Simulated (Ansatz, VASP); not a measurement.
## One calculation of Mg, two programs

```
Mg
1.0
     0.00000    2.24809    2.24809
     2.24809    0.00000    2.24809
     2.24809    2.24809    0.00000
Mg
1
Direct
  0.00000 0.00000 0.00000
```

Alike in both runs: functional r2SCAN; k mesh 16 × 16 × 16; occupations gaussian, width 0.1 eV; no spin polarisation.

Ansatz relaxed the structure, and its values are those at the end. VASP's run is a single point on that final structure, the one shown.

|  | VASP | Ansatz |
| --- | --- | --- |
| version | VASP 6.6.1 | Ansatz 0.2.0 |
| potentials or method | VASP PAW PBE potentials, release 64 (Mg), cutoff 520 eV | scalar-relativistic, plane waves, PAW |
| valence electrons in the cell | 2 | 10 |

VASP gave:

| Quantity | Value |
| --- | --- |
| gap on the k mesh at the Fermi level (eV) | none |
| pressure (GPa) | -0.3 |

Q: Which values does Ansatz return?

A: gap on the k mesh at the Fermi level (eV): none; pressure (GPa): 0.0.

VASP's potentials were made for PBE, not for r2SCAN. A gap of «none» marks a metal or a gap that the smearing closes. VASP's potentials hold 2 valence electrons a cell and Ansatz's 10, so a difference there can come from the potentials and not from the codes.
